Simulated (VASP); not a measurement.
# AlGa3N4 in VASP: single point with PBEsol

Aim: the single point of AlGa3N4 with PBEsol.

Program: VASP 6.6.1. These are calculated values, not measurements. Logs are shortened: lines on timing, memory, paths and dates and some standing lists are left out, and cuts for length are marked.

## (1) The cell of the first run

The typed cell holds 8 atoms: a = 5.142 Å, b = 3.165 Å, c = 5.478 Å, α = 90.00°, β = 90.04°, γ = 90.00°.

## (2) Single point, PBEsol

The input, INCAR:

```
SYSTEM = AlGa3N4
PREC = Accurate
ENCUT = 520
EDIFF = 1E-7
ISMEAR = -1
SIGMA = 0.05
LREAL = .False.
LASPH = .True.
NELM = 100
ALGO = Normal
ISIF = 2
LWAVE = .False.
LCHARG = .False.
GGA = PS
NBANDS = 41
```

The input, KPOINTS:

```
regular mesh
0
Gamma
  4 6 4
  0 0 0
```

The input, POSCAR:

```
AlGa3N4
1.0
    5.1419582785      0.0001238733      0.0000908186
    0.0000752552      3.1652861432     -0.0000135346
   -0.0036159340     -0.0000228621      5.4776605371
Al Ga N
1 3 4
Direct
   -0.0046851594      0.5077375716      0.6671062286
    0.4937813439      0.5077557319      0.3346817252
    0.4937435968      0.0077398246      0.8312878491
    0.9944732561      0.0077496028      0.1659283433
    0.1143136570      0.5077434260      0.3398156241
    0.1122996703      0.0077366594      0.8260855433
    0.6151018351      0.0077453366      0.1659856234
    0.6258990634      0.5077242124      0.6670571395
```

Potentials or basis: VASP PAW PBE potentials, release 64 (Al, Ga_d, N).

Command:

```
cat potpaw_PBE.64/Al/POTCAR potpaw_PBE.64/Ga_d/POTCAR potpaw_PBE.64/N/POTCAR > POTCAR
mpirun -np 1 vasp_std > vasp.out
```

OUTCAR:

```text
SYSTEM = AlGa3N4
   PREC = Accurate
   ENCUT = 520
   EDIFF = 1E-7
   ISMEAR = -1
   LREAL = .False.
   LASPH = .True.
   NELM = 100
   ISIF = 2
   GGA = PS

 ion  position               nearest neighbor table
   1  0.995  0.508  0.667-   5 1.89   8 1.90   6 1.90   6 1.90
   2  0.494  0.508  0.335-   7 1.94   7 1.94   8 1.94   5 1.95
   3  0.494  0.008  0.831-   7 1.94   8 1.94   8 1.94   6 1.96
   4  0.994  0.008  0.166-   5 1.95   5 1.95   7 1.95   6 1.96
   5  0.114  0.508  0.340-   1 1.89   4 1.95   4 1.95   2 1.95
   6  0.112  0.008  0.826-   1 1.90   1 1.90   4 1.96   3 1.96
   7  0.615  0.008  0.166-   2 1.94   2 1.94   3 1.94   4 1.95
   8  0.626  0.508  0.667-   1 1.90   2 1.94   3 1.94   3 1.94

  LATTYP: Found a triclinic cell.
 ALAT       =     8.3713999087
 B/A-ratio  =     0.3781071480
 C/A-ratio  =     1.4452812641
 COS(alpha) =     0.0000126773
 COS(beta)  =     0.5923084303
 COS(gamma) =     0.7562087568

  Lattice vectors:

 A1 = (   0.0034654236,  -6.3305494243,  -5.4776334679)
 A2 = (  -0.0000752552,  -3.1652861432,   0.0000135346)
 A3 = (  -5.1347264105,  -0.0000781491, -10.9554118928)

Analysis of symmetry for initial positions (statically):
=====================================================================
 Subroutine PRICEL returns:
 Original cell was already a primitive cell.

 Routine SETGRP: Setting up the symmetry group for a
 triclinic supercell.

 Subroutine GETGRP returns: Found  1 space group operations
 (whereof  1 operations were pure point group operations)
 out of a pool of  2 trial point group operations.

The static configuration has the point symmetry C_1 .

Analysis of symmetry for dynamics (positions and initial velocities):
=====================================================================
 Subroutine PRICEL returns:
 Original cell was already a primitive cell.

 Routine SETGRP: Setting up the symmetry group for a
 triclinic supercell.

 Subroutine GETGRP returns: Found  1 space group operations
 (whereof  1 operations were pure point group operations)
 out of a pool of  2 trial point group operations.

The dynamic configuration has the point symmetry C_1 .

 Subroutine INISYM returns: Found  1 space group operations
 (whereof  1 operations are pure point group operations),
 and found     1 'primitive' translations

----------------------------------------------------------------------------------------

                                     Primitive cell

  volume of cell :      89.1531

  direct lattice vectors                    reciprocal lattice vectors
     5.141958278  0.000123873  0.000090819     0.194478433 -0.000004623  0.000128380
     0.000075255  3.165286143 -0.000013535    -0.000007611  0.315927204  0.000001314
    -0.003615934 -0.000022862  5.477660537    -0.000003224  0.000000781  0.182559686

  length of vectors
     5.141958281  3.165286144  5.477661731     0.194478475  0.315927204  0.182559686

  position of ions in fractional coordinates (direct lattice)
     0.995314841  0.507737572  0.667106229
     0.493781344  0.507755732  0.334681725
     0.493743597  0.007739825  0.831287849
     0.994473256  0.007749603  0.165928343
     0.114313657  0.507743426  0.339815624
     0.112299670  0.007736659  0.826085543
     0.615101835  0.007745337  0.165985623
     0.625899063  0.507724212  0.667057140

  ion indices of the primitive-cell ions
   primitive index   ion index
                 1           1
                 2           2
                 3           3
                 4           4
                 5           5
                 6           6
                 7           7
                 8           8

----------------------------------------------------------------------------------------

 KPOINTS: regular mesh

Automatic generation of k-mesh.
 Grid dimensions read from file:
 generate k-points for:    4    6    4

 Generating k-lattice:

  Cartesian coordinates                     Fractional coordinates (reciprocal lattice)
     0.048619608 -0.000001156  0.000032095     0.250000000 -0.000000000  0.000000000
    -0.000001268  0.052654534  0.000000219    -0.000000000  0.166666667  0.000000000
    -0.000000806  0.000000195  0.045639922     0.000000000  0.000000000  0.250000000

  Length of vectors
     0.048619619  0.052654534  0.045639922

  Shift w.r.t. Gamma in fractional coordinates (k-lattice)
     0.000000000  0.000000000  0.000000000

 Subroutine IBZKPT returns following result:
 ===========================================

 Found     52 irreducible k-points:

 Following reciprocal coordinates:
            Coordinates               Weight
  0.000000  0.000000  0.000000      1.000000
  0.250000  0.000000 -0.000000      2.000000
  0.500000  0.000000 -0.000000      1.000000
 -0.000000  0.166667  0.000000      2.000000
  0.250000  0.166667 -0.000000      2.000000
  0.500000  0.166667  0.000000      2.000000
[... 16 lines left out ...]
 -0.000000  0.333333  0.250000      2.000000
  0.250000  0.333333  0.250000      2.000000
 [... further k-points ...]
   k-points           NKPTS =     52   k-points in BZ     NKDIM =     52   number of bands    NBANDS=     41
   number of dos      NEDOS =    301   number of ions     NIONS =      8
   total plane-waves  NPLWV =  40320
   dimension x,y,z NGX =    40 NGY =   24 NGZ =   42
   dimension x,y,z NGXF=    80 NGYF=   48 NGZF=   84
   ions per type =               1   3   4
   NGX,Y,Z   is equivalent  to a cutoff of  12.93, 12.61, 12.75 a.u.
   NGXF,Y,Z  is equivalent  to a cutoff of  25.86, 25.21, 25.49 a.u.
 SYSTEM =  AlGa3N4
   PREC   = accura    normal or accurate (medium, high low for compatibility)
   ISTART =      0    job   : 0-new  1-cont  2-samecut
   ICHARG =      2    charge: 1-file 2-atom 10-const
   ISPIN  =      1    spin polarized calculation?
   LNONCOLLINEAR =      F non collinear calculations
   LSORBIT =      F    spin-orbit coupling
   LASPH  =      T    aspherical Exc in radial PAW
   ENCUT  =  520.0 eV  38.22 Ry    6.18 a.u.   9.56  5.89 10.18*2*pi/ulx,y,z
   NELM   =    100;   NELMIN=  2; NELMDL= -5     # of ELM steps
   EDIFF  = 0.1E-06   stopping-criterion for ELM
   LREAL  =      F    real-space projection
   EDIFFG = 0.1E-05   stopping-criterion for IOM
   NSW    =      0    number of steps for IOM
   IBRION =     -1    ionic relax: 0-MD 1-quasi-New 2-CG
   NFREE  =      0    steps in history (QN), initial steepest desc. (CG)
   ISIF   =      2    stress and relaxation
   ISYM   =      2    0-nonsym 1-usesym 2-fastsym
   POTIM  = 0.5000    time-step for ionic-motion
   TEBEG  =    0.0;   TEEND  =   0.0 temperature during run
   PSTRESS=    0.0 pullay stress
   NELECT =      62.0000    total number of electrons
   NUPDOWN=      -1.0000    fix difference up-down
   EMIN   =  10.00;   EMAX   =-10.00  energy-range for DOS
   EFERMI =   0.00;   METHOD = LEGACY
   ISMEAR =    -1;   SIGMA  =   0.05  broadening in eV -4-tet -1-fermi 0-gaus
   EFERMI_NEDOS =   21; number of points for ismear=-14 and -15
   IALGO  =     38    algorithm
   IMIX   =      4    mixing-type and parameters
     AMIX     =   0.40;   BMIX     =  1.00
     AMIX_MAG =   1.60;   BMIX_MAG =  1.00
  volume/ion in A,a.u.               =      11.14        75.20
  Fermi-wavevector in a.u.,A,eV,Ry     =   1.450418  2.740893 28.622744  2.103712
  Thomas-Fermi vector in A             =   2.568032
   LORBIT       =      0    0 simple, 1 ext, 2 COOP (PROOUT), +10 PAW based schemes
   GGA     = PS    functional components
   LHFCALC =     F    Hartree Fock is set to
   AEXX    =    0.0000 exact exchange contribution
   IVDW    =     0    specifies the selected vdW correction
   LEPSILON=     F    determine dielectric tensor
   LRPA    =     F    only Hartree local field effects (RPA)
 non-spin polarized calculation
  energy-cutoff  :      520.00
  volume of cell :       89.15
 maximum number of plane-waves:      2418
 NGX is ok and might be reduce to    40
   NGX = 19   NGY = 11   NGZ = 21

 number of electron      61.9999998 magnetization

 Free energy of the ion-electron system (eV)
  ---------------------------------------------------
  ext. energy  EPLUGINS =         0.00000000
  ---------------------------------------------------
  free energy    TOTEN  =       -55.02377321 eV

  energy without entropy =      -55.02377321  energy(sigma->0) =      -55.02377321

 E-fermi :   6.5183     XC(G=0): -11.7355

 val. band max:        5.4316842320   @ k =   0.0000   0.0000   0.0000
 cond. band min:       7.8102003802   @ k =   0.0000   0.0000   0.0000
 fundamental gap:      2.3785161482
 Fermi energy:         6.5183092409

 k-point     1 :       0.0000    0.0000    0.0000
  band No.  band energies     occupation
      1     -10.3922      2.00000
      2      -9.4292      2.00000
      3      -9.2295      2.00000
      4      -8.9589      2.00000
      5      -7.7967      2.00000
      6      -7.7961      2.00000
[... 33 lines left out ...]
     40      15.6138      0.00000
     41      15.8863      0.00000

 k-point     2 :       0.2500    0.0000   -0.0000
  band No.  band energies     occupation
      1     -10.2038      2.00000
      2      -9.4534      2.00000
      3      -9.2469      2.00000
      4      -8.9591      2.00000
      5      -7.7936      2.00000
      6      -7.7913      2.00000
[... 33 lines left out ...]
     40      15.5734      0.00000
     41      15.7739      0.00000

 k-point     3 :       0.5000    0.0000   -0.0000
  band No.  band energies     occupation
      1      -9.8534      2.00000
      2      -9.6547      2.00000
      3      -9.2514      2.00000
      4      -8.9520      2.00000
      5      -7.7959      2.00000
      6      -7.7898      2.00000
[... 875 lines left out ...]
      2      -9.3501      2.00000
      3      -9.1084      2.00000
      4      -8.8926      2.00000
      5      -7.7602      2.00000
      6      -7.7221      2.00000
[... 33 lines left out ...]
     40      15.3679      0.00000
     41      15.8194      0.00000

 k-point    24 :       0.2500    0.3333    0.2500
  band No.  band energies     occupation
      1      -9.5486      2.00000
      2      -9.3137      2.00000
      3      -9.1248      2.00000
      4      -8.8653      2.00000
      5      -7.7472      2.00000
      6      -7.7173      2.00000
[... 33 lines left out ...]
     40      14.9601      0.00000
     41      15.2486      0.00000

 [... further k-points ...]

------------------------ aborting loop because EDIFF is reached ----------------------------------------

  FORCE on cell =-STRESS in cart. coord.  units (eV):
  Direction    XX          YY          ZZ          XY          YZ          ZX
  --------------------------------------------------------------------------------------
  -------------------------------------------------------------------------------------
  Total       -0.0682809     -0.0948057     -0.0882094     -0.0023627      0.0002186     -0.0026178
  in kB       -1.2270813     -1.7037599     -1.5852168     -0.0424602      0.0039279     -0.0470445
  external PRESSURE =      -1.5053527 kB  Pullay stress =       0.0000000 kB

 VOLUME and BASIS-vectors are now :
 -----------------------------------------------------------------------------
  energy-cutoff  :      520.00
  volume of cell :       89.15
      direct lattice vectors                 reciprocal lattice vectors
     5.141958278  0.000123873  0.000090819     0.194478433 -0.000004623  0.000128380
     0.000075255  3.165286143 -0.000013535    -0.000007611  0.315927204  0.000001314
    -0.003615934 -0.000022862  5.477660537    -0.000003224  0.000000781  0.182559686

 POSITION                                       TOTAL-FORCE (eV/Angst)
 -----------------------------------------------------------------------------------
      5.11549      1.60724      3.65426        -0.000274     -0.000032      0.000499
      2.53783      1.60725      1.83331         0.002921     -0.000038     -0.002073
      2.53580      0.02454      4.55356         0.004084      0.000058      0.001908
      5.11294      0.02465      0.90899        -0.003168     -0.000006      0.002748
      0.58661      1.60716      1.86140         0.004599      0.000015     -0.009443
      0.57445      0.02448      4.52503         0.004954     -0.000179      0.006598
      3.16223      0.02459      0.90927        -0.002113     -0.000135     -0.000010
      3.21597      1.60715      3.65396        -0.011003      0.000317     -0.000226
 -----------------------------------------------------------------------------------
    total drift:                               -0.000375      0.001317     -0.000507

  FREE ENERGIE OF THE ION-ELECTRON SYSTEM (eV)
  ---------------------------------------------------
  free  energy   TOTEN  =       -55.0237732071 eV

  energy  without entropy=      -55.0237732071  energy(sigma->0) =      -55.02377321
```

Wall time 1.7 min (1 thread of Intel Xeon 6975P-C (Granite Rapids), shared host); peak memory 0.29 GiB.

Results:

```
Free energy            : -55.0238 eV
Pressure               : -0.2 GPa
Largest force          : 0.011 eV/Å
Band gap on the k mesh : 2.38 eV
```

Forces in eV/Å, atoms in the order of the input:
```
Al   0.000  0.000  0.000
Ga   0.003  0.000 -0.002
Ga   0.004  0.000  0.002
Ga  -0.003  0.000  0.003
N    0.005  0.000 -0.009
N    0.005  0.000  0.007
N   -0.002  0.000  0.000
N   -0.011  0.000  0.000
```

Caveat: the PAW data sets were made with another functional, which shifts forces and pressure a little.
